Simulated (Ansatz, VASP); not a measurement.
One calculation of SiGe, two programs

INCAR

```
  PREC = Accurate
  ENCUT = 520
  EDIFF = 1E-6
  ISMEAR = 0
  SIGMA = 0.03
  LREAL = False
  LASPH = True
  NELM = 80
  ALGO = Normal
  ISIF = 2
  LWAVE = False
  LCHARG = True
  LELF = True
  LVHAR = True
  NBANDS = 26
```

Contents of KPOINTS:

```
regular mesh
0
Gamma
  12 12 6
```

Contents of POSCAR:

```
SiGe
1.0
    3.8694935620      0.0000000000      0.0000000000
   -1.9347467810      3.3510797245      0.0000000000
    0.0000000000      0.0000000000      6.3947485195
Si Ge
2 2
Direct
    0.6666666667      0.3333333333      0.8745031008
    0.3333333333      0.6666666667      0.3745031008
    0.6666666667      0.3333333333      0.4926769834
    0.3333333333      0.6666666667     -0.0073230166
```

Input for Ansatz:

```yaml
crystal:
  lattice:
    - [3.869493562, 0.0, 0.0]
    - [-1.934746781, 3.3510797245, 0.0]
    - [0.0, 0.0, 6.3947485195]
  atoms:
    - { symbol: Si, position: [0.6666666667, 0.3333333333, 0.8745031008] }
    - { symbol: Si, position: [0.3333333333, 0.6666666667, 0.3745031008] }
    - { symbol: Ge, position: [0.6666666667, 0.3333333333, 0.4926769834] }
    - { symbol: Ge, position: [0.3333333333, 0.6666666667, -0.0073230166] }
basis:
  ecutwfc: 420
kpoints:
  mp_grid: { grid: [12, 12, 6] }
hamiltonian:
  xc: lda
  pseudopotentials: { kind: paw, azcp: { folder: soft_1 } }
scf:
  occupations: { method: gaussian, width: 0.03 }
output:
  forces: true
  stress: true
  eigenvalues: true
```

Alike in both runs: task single point; functional LDA; k mesh 12 × 12 × 6; occupations gaussian, width 0.03 eV; no spin polarisation.

```csv
,VASP,Ansatz
version,VASP 6.6.1,Ansatz 0.2.0
potentials or method,"VASP PAW LDA potentials, release 64 (Si, Ge_d), cutoff 520 eV","scalar-relativistic, plane waves, PAW"
valence electrons in the cell,36,36
```

Ansatz gave:

```
gap on the k mesh at the Fermi level (eV)                     : 0.30
least direct gap on the mesh (eV)                             : 0.37
pressure (GPa)                                                : 0.2
traceless stress, the component that is largest in VASP (GPa) : -1.85
rms of the force components (eV/Å)                            : 0.334
```

Problem. Which values does VASP return?

Solution. gap on the k mesh at the Fermi level (eV): 0.30; least direct gap on the mesh (eV): 0.39; pressure (GPa): 0.3; traceless stress, the component that is largest in VASP (GPa): -1.86; rms of the force components (eV/Å): 0.335.

Ansatz warns that its potentials were made for another functional, while VASP's fit it. LDA's correlation is that of Perdew and Zunger in VASP and of Perdew and Wang (1992) in Ansatz. Atom by atom the forces differ by 0.001 eV/Å (rms over components).
